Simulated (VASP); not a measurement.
The system is LiCl.

```
Cl Li
1.0
     0.00000    2.56477    2.56477
     2.56477    0.00000    2.56477
     2.56477    2.56477    0.00000
Cl Li
1 1
Direct
  0.50000 0.50000 0.50000
  0.00000 0.00000 0.00000
```

| Property | Result |
| --- | --- |
| Program | VASP 6.6.1 |
| Task | relaxation of cell and atoms |
| Functional | BLYP |
| Potentials or basis | VASP PAW PBE potentials, release 64 (Cl, Li_sv) |
| Cutoff | 600 eV |
| k mesh | 9 × 9 × 9 |
| Occupations | fermi-dirac, width 0.05 eV |
| Spin | no spin polarisation |

At the start: pressure 1.8 GPa; volume 16.87 Å³/atom.

Q: How do energy, volume and symmetry change on relaxing?

A: Over 3 steps the energy falls by 5.4 meV/atom and the volume is 17.80 Å³/atom (+5.5 %); space group Fm-3m (No. 225, to 0.05 Å).

Step by step:
```tsv
step	energy change (eV)	largest force (eV/Å)	pressure (GPa)	volume (Å³)
1	0.0000	0.0000	1.85	33.74
2	-0.0081	0.0000	0.86	34.70
3	-0.0108	0.0000	0.05	35.61
```

Final structure:
```xyz
2
Lattice="0.0000 2.6112 2.6112 2.6112 0.0000 2.6112 2.6112 2.6112 0.0000" Properties=species:S:1:pos:R:3 pbc="T T T"
Cl    2.6112    2.6112    2.6112
Li    0.0000    0.0000    0.0000
```

Caveat: the cutoff is under 1.25 times the usual one of these potentials, so pressure, stress and relaxed cells hold a basis-set (Pulay) error; the PAW data sets were made with another functional, which shifts forces and pressure a little.
